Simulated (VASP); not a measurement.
# Rh (P6_3/mmc) in VASP: notebook

Aim: see how the results for Rh move with the level of theory and the settings. Levels: PBE, PBEsol, LDA. Tasks: single point.

Everything below comes from runs of VASP 6.6.1. Logs are shortened: lines on timing, memory, paths and dates and some standing lists are left out, and cuts for length are marked.

## Step 1: The cell of the first run

It takes space group P6_3/mmc (No. 194, hexagonal). The conventional cell has a = 2.731 Å, b = 2.731 Å, c = 4.428 Å, α = 90.00°, β = 90.00°, γ = 120.00°. Within 3.6 Å of Rh (site symmetry -6m2) lie 12 Rh at 2.72 to 2.73 Å.

## Step 2: Single point, PBE

Input file INCAR:

```
SYSTEM = Rh
ALGO = Normal
EDIFF = 1E-6
ENCUT = 520
GGA = PE
ISIF = 2
ISMEAR = 0
LASPH = .TRUE.
LCHARG = .TRUE.
LELF = .TRUE.
LREAL = .FALSE.
LVHAR = .TRUE.
LWAVE = .FALSE.
NBANDS = 22
NELM = 60
PREC = Accurate
SIGMA = 0.1
```

Input file KPOINTS:

```
k-points
0
G
  11 11 6
  0 0 0
```

Input file POSCAR:

```
Rh
1.0
    2.7309790000      0.0000000000      0.0000000000
   -1.3654895000      2.3650971912      0.0000000000
    0.0000000000      0.0000000000      4.4284890000
Rh
2
Direct
    0.6666666667      0.3333333333      0.7500000000
    0.3333333333      0.6666666667      0.2500000000
```

Potentials or basis: VASP PAW PBE potentials, release 64 (Rh_pv).

Started as:

```sh
> cat potpaw_PBE.64/Rh_pv/POTCAR > POTCAR
> mpirun -np 1 vasp_std > vasp.out
```

OUTCAR:

```text
SYSTEM = Rh
   EDIFF = 1E-6
   ENCUT = 520
   GGA = PE
   ISIF = 2
   ISMEAR = 0
   LASPH = .TRUE.
   LREAL = .FALSE.
   NELM = 60
   PREC = Accurate

 ion  position               nearest neighbor table
   1  0.667  0.333  0.750-   2 2.72   2 2.72   2 2.72   2 2.72   2 2.72   2 2.72
   2  0.333  0.667  0.250-   1 2.72   1 2.72   1 2.72   1 2.72   1 2.72   1 2.72

  LATTYP: Found a hexagonal cell.
 ALAT       =     2.7309790000
 C/A-ratio  =     1.6215756328

  Lattice vectors:

 A1 = (   2.7309790000,   0.0000000000,   0.0000000000)
 A2 = (  -1.3654895000,   2.3650971912,   0.0000000000)
 A3 = (   0.0000000000,   0.0000000000,   4.4284890000)

Analysis of symmetry for initial positions (statically):
=====================================================================
 Subroutine PRICEL returns:
 Original cell was already a primitive cell.

 Routine SETGRP: Setting up the symmetry group for a
 hexagonal supercell.

 Subroutine GETGRP returns: Found 24 space group operations
 (whereof 12 operations were pure point group operations)
 out of a pool of 24 trial point group operations.

The static configuration has the point symmetry D_3d.
 The point group associated with its full space group is D_6h.

Analysis of symmetry for dynamics (positions and initial velocities):
=====================================================================
 Subroutine PRICEL returns:
 Original cell was already a primitive cell.

 Routine SETGRP: Setting up the symmetry group for a
 hexagonal supercell.

 Subroutine GETGRP returns: Found 24 space group operations
 (whereof 12 operations were pure point group operations)
 out of a pool of 24 trial point group operations.

The dynamic configuration has the point symmetry D_3d.
 The point group associated with its full space group is D_6h.

 Subroutine INISYM returns: Found 24 space group operations
 (whereof 12 operations are pure point group operations),
 and found     1 'primitive' translations

----------------------------------------------------------------------------------------

                                     Primitive cell

  volume of cell :      28.6037

  direct lattice vectors                    reciprocal lattice vectors
     2.730979000  0.000000000  0.000000000     0.366169055  0.211407803  0.000000000
    -1.365489500  2.365097191  0.000000000     0.000000000  0.422815605  0.000000000
     0.000000000  0.000000000  4.428489000     0.000000000  0.000000000  0.225810655

[... 73 lines left out ...]
 SYSTEM =  Rh
   PREC   = accura    normal or accurate (medium, high low for compatibility)
   ISTART =      0    job   : 0-new  1-cont  2-samecut
   ICHARG =      2    charge: 1-file 2-atom 10-const
   ISPIN  =      1    spin polarized calculation?
   LNONCOLLINEAR =      F non collinear calculations
   LSORBIT =      F    spin-orbit coupling
   LASPH  =      T    aspherical Exc in radial PAW
   ENCUT  =  520.0 eV  38.22 Ry    6.18 a.u.   5.08  5.08  8.23*2*pi/ulx,y,z
   NELM   =     60;   NELMIN=  2; NELMDL= -5     # of ELM steps
   EDIFF  = 0.1E-05   stopping-criterion for ELM
   LREAL  =      F    real-space projection
   EDIFFG = 0.1E-04   stopping-criterion for IOM
   NSW    =      0    number of steps for IOM
   IBRION =     -1    ionic relax: 0-MD 1-quasi-New 2-CG
   NFREE  =      0    steps in history (QN), initial steepest desc. (CG)
   ISIF   =      2    stress and relaxation
   ISYM   =      2    0-nonsym 1-usesym 2-fastsym
   POTIM  = 0.5000    time-step for ionic-motion
   TEBEG  =    0.0;   TEEND  =   0.0 temperature during run
   PSTRESS=    0.0 pullay stress
   NELECT =      30.0000    total number of electrons
   NUPDOWN=      -1.0000    fix difference up-down
   EMIN   =  10.00;   EMAX   =-10.00  energy-range for DOS
   EFERMI =   0.00;   METHOD = LEGACY
   ISMEAR =     0;   SIGMA  =   0.10  broadening in eV -4-tet -1-fermi 0-gaus
   EFERMI_NEDOS =   21; number of points for ismear=-14 and -15
   IALGO  =     38    algorithm
   IMIX   =      4    mixing-type and parameters
     AMIX     =   0.40;   BMIX     =  1.00
     AMIX_MAG =   1.60;   BMIX_MAG =  1.00
  volume/ion in A,a.u.               =      14.30        96.51
  Fermi-wavevector in a.u.,A,eV,Ry     =   1.663314  3.143208 37.642067  2.766614
  Thomas-Fermi vector in A             =   2.750053
   LORBIT       =      0    0 simple, 1 ext, 2 COOP (PROOUT), +10 PAW based schemes
   GGA     = PE    functional components
   LHFCALC =     F    Hartree Fock is set to
   AEXX    =    0.0000 exact exchange contribution
   IVDW    =     0    specifies the selected vdW correction
   LEPSILON=     F    determine dielectric tensor
   LRPA    =     F    only Hartree local field effects (RPA)
 non-spin polarized calculation
 Gauss-broadening in eV      SIGMA  =   0.10
  energy-cutoff  :      520.00
  volume of cell :       28.60
 maximum number of plane-waves:       785
   NGX = 11   NGY = 11   NGZ = 17

 number of electron      30.0000009 magnetization

 Free energy of the ion-electron system (eV)
  ---------------------------------------------------
  ext. energy  EPLUGINS =         0.00000000
  ---------------------------------------------------
  free energy    TOTEN  =       -14.43959404 eV

  energy without entropy =      -14.42112540  energy(sigma->0) =      -14.43035972

 E-fermi :  11.2725     XC(G=0): -13.7772

 val. band max:       11.2597684101   @ k =   0.3636   0.1818   0.3333
 cond. band min:      11.2727033267   @ k =   0.0909   0.0909   0.3333
 fundamental gap:      0.0129349166
 Fermi energy:        11.2725226369

 k-point     1 :       0.0000    0.0000    0.0000
  band No.  band energies     occupation
      1     -35.7560      2.00000
      2     -35.1873      2.00000
      3     -35.1873      2.00000
      4     -35.1067      2.00000
      5     -35.0946      2.00000
      6     -35.0946      2.00000
[... 589 lines left out ...]
     21      27.1403      0.00000
     22      28.5427      0.00000

 [... further k-points ...]
[... 5 lines left out ...]
  --------------------------------------------------------------------------------------
  -------------------------------------------------------------------------------------
  Total       -0.5534069     -0.5534069     -0.7642357      0.0000000      0.0000000      0.0000000
  in kB      -30.9978972    -30.9978972    -42.8070177      0.0000000      0.0000000      0.0000000
  external PRESSURE =     -34.9342707 kB  Pullay stress =       0.0000000 kB

 VOLUME and BASIS-vectors are now :
 -----------------------------------------------------------------------------
  energy-cutoff  :      520.00
  volume of cell :       28.60
      direct lattice vectors                 reciprocal lattice vectors
     2.730979000  0.000000000  0.000000000     0.366169055  0.211407803  0.000000000
    -1.365489500  2.365097191  0.000000000     0.000000000  0.422815605  0.000000000
     0.000000000  0.000000000  4.428489000     0.000000000  0.000000000  0.225810655

 POSITION                                       TOTAL-FORCE (eV/Angst)
 -----------------------------------------------------------------------------------
      1.36549      0.78837      3.32137         0.000000     -0.000000      0.000000
     -0.00000      1.57673      1.10712        -0.000000      0.000000      0.000000
 -----------------------------------------------------------------------------------
    total drift:                               -0.000000      0.000000     -0.000000

  FREE ENERGIE OF THE ION-ELECTRON SYSTEM (eV)
  ---------------------------------------------------
  free  energy   TOTEN  =       -14.4395940362 eV

  energy  without entropy=      -14.4211254014  energy(sigma->0) =      -14.43035972
```

stdout:

```text
POSCAR found type information on POSCAR Rh
 POSCAR found :  1 types and       2 ions
 scaLAPACK will be used
 LDA part: xc-table for (Slater+PW92), standard interpolation
 POSCAR, INCAR and KPOINTS ok, starting setup
 FFT: planning ... GRIDC
 FFT: planning ... GRID_SOFT
 FFT: planning ... GRID
 WAVECAR not read
 entering main loop
```

It took 20 s on 1 thread of AMD EPYC 7R13 (Zen 3), shared host; peak memory 0.13 GiB.

What came out:

```yaml
Free_energy: -14.4396 eV
Pressure: -3.5 GPa
Band_gap_on_the_k_mesh: zero (band 15 reaches 11.85 eV, above the bottom of band 16 at 9.65 eV)
```

Stress tensor (GPa, compression positive):
```
-3.10  0.00  0.00
 0.00 -3.10  0.00
 0.00  0.00 -4.28
```

Levels at points of the mesh, in eV from the Fermi level:
| k point | band 12 | band 13 | band 14 | band 15 | band 16 | band 17 | band 18 | band 19 |
| --- | --- | --- | --- | --- | --- | --- | --- | --- |
| (0.00, 0.00, 0.00) | -2.36 | -2.36 | -1.77 | -1.77 | 0.14 | 0.14 | 0.76 | 8.22 |
| (0.00, 0.00, 0.50) | -2.94 | -2.94 | -2.94 | -0.41 | -0.41 | -0.41 | -0.41 | 14.65 |

## Step 3: Single point, PBEsol

Input file INCAR:

```
PREC = Accurate
ENCUT = 520
EDIFF = 1E-6
ISMEAR = 0
SIGMA = 0.1
LREAL = False
LASPH = True
NELM = 80
ALGO = Normal
ISIF = 2
LWAVE = False
LCHARG = False
GGA = PS
NBANDS = 22
```

Input file KPOINTS:

```
Automatic mesh
0
Gamma
  11 11 6
```

POSCAR is that of step 2.

Potentials or basis: VASP PAW PBE potentials, release 64 (Rh_pv).

Started as:

```sh
> cat potpaw_PBE.64/Rh_pv/POTCAR > POTCAR
> mpirun -np 1 vasp_std > vasp.out
```

It took 19 s on 1 thread of AMD EPYC 7R13 (Zen 3), shared host; peak memory 0.13 GiB.

The run converged. Its results:

```
Free energy            : -16.1295 eV
Pressure               : -13.8 GPa
Band gap on the k mesh : zero (band 15 reaches 11.71 eV, above the bottom of band 16 at 9.50 eV)
```

Stress tensor (GPa, compression positive):
```
-13.35   0.00   0.00
  0.00 -13.35   0.00
  0.00   0.00 -14.65
```

Levels at points of the mesh, in eV from the Fermi level:
```tsv
k point	band 13	band 14	band 15	band 16	band 17	band 18
(0.00, 0.00, 0.00)	-2.37	-1.78	-1.78	0.14	0.14	0.68
(0.00, 0.00, 0.50)	-2.96	-2.96	-0.40	-0.40	-0.40	-0.40
```

Caveat: the PAW data sets were made with another functional, which shifts forces and pressure a little.

## Step 4: Single point, LDA

Input file INCAR:

```
PREC = Accurate
ENCUT = 520
EDIFF = 1E-7
ISMEAR = 0
SIGMA = 0.1
LREAL = F
LASPH = T
NELM = 100
ALGO = Normal
ISIF = 2
LWAVE = F
LCHARG = T
GGA = CA
LELF = T
LVHAR = T
NBANDS = 22
```

KPOINTS is that of step 3.

POSCAR is that of step 3.

Potentials or basis: VASP PAW LDA potentials, release 64 (Rh_pv).

Started as:

```sh
> cat potpaw_LDA.64/Rh_pv/POTCAR > POTCAR
> mpirun -np 1 vasp_std > vasp.out
```

It took 20 s on 1 thread of AMD EPYC 7R13 (Zen 3), shared host; peak memory 0.12 GiB.

It converged, with:

```yaml
Free_energy: -17.1626 eV
Pressure: -18.7 GPa
Band_gap_on_the_k_mesh: zero (band 15 reaches 11.66 eV, above the bottom of band 16 at 9.44 eV)
```

Stress tensor (GPa, compression positive):
```
-18.29   0.00   0.00
  0.00 -18.29   0.00
  0.00   0.00 -19.66
```

Levels at points of the mesh, in eV from the Fermi level:
```csv
k point,band 11,band 12,band 13,band 14,band 15,band 16,band 17,band 18,band 19,band 20
"(0.00, 0.00, 0.00)",-2.87,-2.38,-2.38,-1.79,-1.79,0.14,0.14,0.72,8.16,15.88
"(0.00, 0.00, 0.50)",-2.97,-2.97,-2.97,-2.97,-0.41,-0.41,-0.41,-0.41,14.63,14.63
```

## Step 5: Overview

| level | potentials or basis | gap on the mesh (eV) | pressure (GPa) |
| --- | --- | --- | --- |
| PBE | VASP PAW PBE potentials, release 64 (Rh_pv) | none | -3.5 |
| PBEsol | VASP PAW PBE potentials, release 64 (Rh_pv) | none | -13.8 |
| LDA | VASP PAW LDA potentials, release 64 (Rh_pv) | none | -18.7 |

Alike in all rows: task single point; no spin polarisation; cell as given; k mesh 11 × 11 × 6; cutoff (eV) 520; smearing gaussian 0.1 eV.

Caveats: the PAW data sets were made with another functional, which shifts forces and pressure a little (some runs).

Total energies depend on the potentials used, so only differences within one code and one set of settings carry meaning.
